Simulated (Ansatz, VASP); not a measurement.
# Sr3Zn2H in VASP and in Ansatz

```
Sr Zn H
1.0
     9.15190    0.00000    0.00000
    -4.57595    7.92578    0.00000
     0.00000    0.00000    4.66341
Sr Zn H
3 2 1
Direct
  0.14877 0.85123 0.00000
  0.14877 0.29755 0.00000
  0.70245 0.85123 0.00000
  0.33333 0.66667 0.74525
  0.33333 0.66667 0.25475
  0.00000 0.00000 0.00000
```

Alike in both runs: functional PBE; k mesh 6 × 6 × 8; occupations gaussian, width 0.1 eV; no spin polarisation.

Ansatz relaxed the structure, and its values are those at the end. VASP's run is a single point on that final structure, the one shown.

|  | VASP | Ansatz |
| --- | --- | --- |
| version | VASP 6.6.1 | Ansatz 0.2.0 |
| potentials or method | VASP PAW PBE potentials, release 64 (Sr_sv, Zn, H), cutoff 520 eV | scalar-relativistic, plane waves, PAW |
| valence electrons in the cell | 55 | 55 |

```tsv
	VASP	Ansatz	Ansatz less VASP
gap on the k mesh at the Fermi level (eV)	none	none	-
pressure (GPa)	0.0	0.0	-0.04
```

A gap of «none» marks a metal or a gap that the smearing closes.
